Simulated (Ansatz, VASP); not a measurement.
## TlSn: VASP beside Ansatz

```
Tl Sn
1.0
     3.61473    0.00000    0.00000
     0.00000    3.61473    0.00000
     0.00000    0.00000    4.33125
Tl Sn
1 1
Direct
  0.00000 0.00000 0.00000
  0.50000 0.50000 0.50000
```

Change from the starting cell: zz strain of -1 %, PAW files.

Alike in both runs: task electric field gradients; functional LDA; k mesh 9 × 9 × 8; occupations fermi-dirac, width 0.08 eV; no spin polarisation.

|  | VASP | Ansatz |
| --- | --- | --- |
| version | VASP 6.6.1 | Ansatz 0.2.0 |
| potentials or method | VASP PAW LDA potentials, release 64 (Tl_d, Sn_d) | PAW with Ansatz's default frozen-core files, scalar-relativistic |
| plane-wave cutoff (eV) | 520 | 420 |
| valence electrons in the cell | 27 | 27 |

Ansatz gave:

| Item | Value |
| --- | --- |
| pressure (GPa) | -2.9 |
| traceless stress, the component that is largest in VASP (GPa) | 0.50 |
| size of Vzz on the site where it differs most (V/Å²) | 11.2 |

Task: Which values does VASP return?

Result: Pressure (GPa): -2.9; traceless stress, the component that is largest in VASP (GPa): 0.50; size of Vzz on the site where it differs most (V/Å²): 12.4.

LDA's correlation is that of Perdew and Zunger in VASP and of Perdew and Wang (1992) in Ansatz.

Spin-orbit coupling is off throughout.
